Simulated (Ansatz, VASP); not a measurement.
One calculation of Fe, two programs

The input INCAR:

```
SYSTEM = Fe
PREC = Accurate
ENCUT = 600
EDIFF = 1E-6
ISMEAR = 0
SIGMA = 0.1
LREAL = .False.
LASPH = .True.
NELM = 150
ALGO = Normal
ISIF = 3
LWAVE = .False.
LCHARG = .False.
ISPIN = 2
MAGMOM = 2.65
LORBIT = 11
LMAXMIX = 4
GGA = PS
IBRION = 2
NSW = 100
EDIFFG = -0.05
```

Contents of KPOINTS:

```
regular mesh
0
Gamma
  10 10 10
  0 0 0
```

Contents of POSCAR:

```
Fe
1.0
   -1.4430000000      1.4430000000      1.4430000000
    1.4430000000     -1.4430000000      1.4430000000
    1.4430000000      1.4430000000     -1.4430000000
Fe
1
Direct
    0.0000000000      0.0000000000      0.0000000000
```

Input for Ansatz:

```yaml
crystal:
  lattice:
    - [-1.443, 1.443, 1.443]
    - [1.443, -1.443, 1.443]
    - [1.443, 1.443, -1.443]
  atoms:
    - { symbol: Fe, position: [0.0, 0.0, 0.0], spin: 2.65 }
basis:
  ecutwfc: 420
kpoints:
  mp_grid: { grid: [10, 10, 10] }
hamiltonian:
  xc: pbesol
scf:
  occupations: { method: gaussian, width: 0.1 }
output:
  forces: true
  stress: true
  eigenvalues: true
  populations: true
magnetization:
  spin_polarized: true
relax:
  adjacent_minimum: "off"
  f_tol: 0.05
  max_steps: 80
  cell: { stress_tol: 0.5 }
```

Alike in both runs: task relaxation of cell and atoms; functional PBEsol; k mesh 10 × 10 × 10; occupations gaussian, width 0.1 eV; collinear spin.

|  | VASP | Ansatz |
| --- | --- | --- |
| version | VASP 6.6.1 | Ansatz 0.2.0 |
| potentials or method | VASP PAW PBE potentials, release 64 (Fe), cutoff 600 eV | scalar-relativistic, plane waves, PAW |
| valence electrons in the cell | 8 | 16 |

|  | VASP | Ansatz | Ansatz less VASP |
| --- | --- | --- | --- |
| gap on the k mesh at the Fermi level, each at its own relaxed structure (eV) | none | none | - |
| net moment per atom (μB) | 2.13 | 2.12 | -0.003 |
| size of the moment on the site where the two differ most (μB) | 2.11 | 2.16 | +0.046 |
| relaxed volume (Å³/atom) | 10.84 | 10.85 | +0.008 |
| relaxed cell length with the largest relative difference (Å) | 2.415 | 2.415 | +0.0006 |

VASP's potentials were made for PBE, not for PBEsol. Site moments also hang on the region over which each program counts them. A gap of «none» marks a metal or a gap that the smearing closes. VASP's potentials hold 8 valence electrons a cell and Ansatz's 16, so a difference there can come from the potentials and not from the codes.
